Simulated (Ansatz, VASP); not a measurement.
# One calculation of InAs, two programs

The input INCAR:

```
  PREC = Accurate
  ENCUT = 520
  EDIFF = 1E-6
  ISMEAR = 0
  SIGMA = 0.15
  LREAL = False
  LASPH = True
  NELM = 60
  ALGO = Normal
  ISIF = 2
  LWAVE = False
  LCHARG = True
  GGA = PE
  LELF = True
  LVHAR = True
  NBANDS = 16
```

Contents of KPOINTS:

```
regular mesh
0
Gamma
  16 16 16
```

The input POSCAR:

```
InAs
1.0
    0.0000000000      3.1861810476      3.1397803528
    3.1861810476      0.0000000000      3.1397803528
    3.1861810476      3.1861810476      0.0000000000
In As
1 1
Direct
    0.0000000000      0.0000000000      0.0000000000
    0.7500000000      0.7500000000      0.7500000000
```

Input for Ansatz:

```yaml
crystal:
  lattice:
    - [0.0, 3.1861810476, 3.1397803528]
    - [3.1861810476, 0.0, 3.1397803528]
    - [3.1861810476, 3.1861810476, 0.0]
  atoms:
    - { symbol: In, position: [0.0, 0.0, 0.0] }
    - { symbol: As, position: [0.75, 0.75, 0.75] }
basis:
  ecutwfc: 420
kpoints:
  mp_grid: { grid: [16, 16, 16] }
hamiltonian:
  xc: pbe
scf:
  occupations: { method: gaussian, width: 0.15 }
output:
  forces: true
  stress: true
  eigenvalues: true
```

Change from the starting cell: strain +0.030 along x and y, +0.015 along z, atoms carried along.

Alike in both runs: task single point; functional PBE; k mesh 16 × 16 × 16; occupations gaussian, width 0.15 eV; no spin polarisation.

|  | VASP | Ansatz |
| --- | --- | --- |
| version | VASP 6.6.1 | Ansatz 0.2.0 |
| potentials or method | VASP PAW PBE potentials, release 64 (In_d, As), cutoff 520 eV | scalar-relativistic, plane waves, PAW |
| valence electrons in the cell | 18 | 28 |

|  | VASP | Ansatz | Ansatz less VASP |
| --- | --- | --- | --- |
| gap on the k mesh at the Fermi level (eV) | none | none | - |
| pressure (GPa) | -3.0 | -3.0 | -0.02 |
| traceless stress, the component that is largest in VASP (GPa) | 0.32 | 0.32 | +0.001 |

A gap of «none» marks a metal or a gap that the smearing closes. VASP's potentials hold 18 valence electrons a cell and Ansatz's 28, so a difference there can come from the potentials and not from the codes.
